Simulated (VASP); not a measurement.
Set up this calculation in VASP 6.6.1, as the native input.

| Property | Result |
| --- | --- |
| Task | single point |
| Functional | LDA |
| Potentials or basis | VASP PAW LDA potentials, release 64 (Ru_sv, N) |
| Cutoff | 520 eV |
| k mesh | 12 × 12 × 1 |
| Occupations | gaussian, width 0.1 eV |
| Spin | no spin polarisation |
| Dipole correction | yes |
| Second run | valence_matched |
| Further INCAR settings | ALGO = Normal; EDIFF = 1e-06; NBANDS = 42; NELMDL = -8 |

The structure of Ru4N lies in POSCAR:

```
Ru4N
1.0
    2.6740588505      0.0000000000      0.0000000000
   -1.3370294252      2.3158028957      0.0000000000
    0.0000000000      0.0000000000     21.7621999150
Ru N
4 1
Direct
    0.6666666667      0.3333333333      0.1838049469
    0.3333333333      0.6666666667      0.2809173942
    0.6666666667      0.3333333333      0.3776317013
    0.3333333333      0.6666666667      0.4715607776
    0.3333333333      0.6666666667      0.5475041857
```

One way to write it, as run:

INCAR

```
  PREC = Accurate
  ENCUT = 520
  EDIFF = 1E-6
  ISMEAR = 0
  SIGMA = 0.1
  LREAL = F
  LASPH = T
  NELM = 120
  ALGO = Normal
  ISIF = 2
  LWAVE = F
  LCHARG = F
  LDIPOL = T
  IDIPOL = 3
  DIPOL = 0.5 0.5 0.372
  GGA = CA
  NBANDS = 42
  GGA_COMPAT = F
  NELMDL = -8
```

KPOINTS

```
Automatic mesh
0
Gamma
  12 12 1
```

Potentials or basis: VASP PAW LDA potentials, release 64 (Ru_sv, N).

Run with:

```sh
$ cat potpaw_LDA.64/Ru_sv/POTCAR potpaw_LDA.64/N/POTCAR > POTCAR
$ mpirun -np 1 vasp_std > vasp.out
```

Results of the run:

```yaml
Largest_force: 2.819 eV/Å
```

It took 3.6 min on 1 thread of Intel(R) Xeon(R) Platinum 8375C CPU @ 2.90GHz (Ice Lake), with other jobs on the host, peak memory 0.24 GiB.
